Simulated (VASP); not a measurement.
Input of a VASP 6.6.1 run:

INCAR

```
  ALGO = Normal
  EDIFF = 1E-6
  ENCUT = 520
  GGA = PE
  ISIF = 2
  ISMEAR = 0
  LASPH = True
  LCHARG = False
  LREAL = False
  LWAVE = False
  NBANDS = 38
  NELM = 100
  PREC = Accurate
  SIGMA = 0.1
```

The input KPOINTS:

```
k-points
0
Gamma
  6 6 2
```

The input POSCAR:

```
Hf3Ta2F
1.0
    4.0075276400      0.0000000000      0.0000000000
   -2.0037638200      3.4706207400      0.0000000000
    0.0000000000      0.0000000000      8.9303451200
Hf Ta F
3 2 1
Direct
    0.0000000000      0.0000000000      0.0000000000
    0.3333333300      0.6666666700      0.5000000000
    0.3333333300      0.6666666700      0.0000000000
    0.6666666700      0.3333333300      0.7522701000
    0.6666666700      0.3333333300      0.2477299000
    0.0000000000      0.0000000000      0.5000000000
```

Potentials or basis: VASP PAW PBE potentials, release 64 (Hf_pv, Ta_pv, F).

The run is started by

```console
$ cat potpaw_PBE.64/Hf_pv/POTCAR potpaw_PBE.64/Ta_pv/POTCAR potpaw_PBE.64/F/POTCAR > POTCAR
$ mpirun -np 1 vasp_std > vasp.out
```

(1) What does it give for the band gap on the k mesh?

(2) What does it give for the pressure?

Results:

(1) zero (an odd number of electrons rules out a gap without spin polarisation).

(2) 0.1 GPa.

Caveat: spin-orbit coupling is left out, which moves the levels of the heavy elements; an odd number of electrons without spin polarisation forces a metal; a magnetic or distorted state may lie lower.
